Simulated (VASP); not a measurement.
Set up this calculation in VASP 6.6.1, as the native input.

| Quantity | Value |
| --- | --- |
| Task | single point |
| Functional | PBE |
| Potentials or basis | VASP PAW PBE potentials, release 64 (Li_sv, S) |
| Cutoff | 750 eV |
| k mesh | 4 × 4 × 4 |
| Occupations | gaussian, width 0.05 eV |
| Spin | no spin polarisation |
| Dipole correction | no |
| Further INCAR settings | ALGO = Normal; EDIFF = 1e-06; NBANDS = 13 |

The structure of Li2S lies in POSCAR:

```
Li2S
1.0
    0.0000000000      2.8540007422      2.8540007422
    2.8540007422      0.0000000000      2.8540007422
    2.8540007422      2.8540007422      0.0000000000
Li S
2 1
Direct
    0.2500000000      0.2500000000      0.2500000000
    0.7500000000      0.7500000000      0.7500000000
    0.0000000000      0.0000000000      0.0000000000
```

The input as run:

INCAR

```
PREC = Accurate
ENCUT = 750
EDIFF = 1E-6
ISMEAR = 0
SIGMA = 0.05
LREAL = F
LASPH = T
NELM = 120
ALGO = Normal
ISIF = 2
LWAVE = F
LCHARG = T
GGA = PE
LELF = T
LVHAR = T
NBANDS = 13
GGA_COMPAT = F
```

KPOINTS

```
Automatic mesh
0
Gamma
  4 4 4
```

Potentials or basis: VASP PAW PBE potentials, release 64 (Li_sv, S).

Launch:

```console
$ cat potpaw_PBE.64/Li_sv/POTCAR potpaw_PBE.64/S/POTCAR > POTCAR
$ mpirun -np 1 vasp_std > vasp.out
```

Results of the run:

```
Pressure               : -0.1 GPa
Band gap on the k mesh : 3.39 eV (least direct gap 4.24 eV)
```

Caveat: the k points lie up to 0.48 Å⁻¹ apart.

Run time: 11 s on 1 thread of AMD EPYC 7R43 64-Core Processor (Zen 3), with other jobs on the host, peak memory 0.16 GiB.
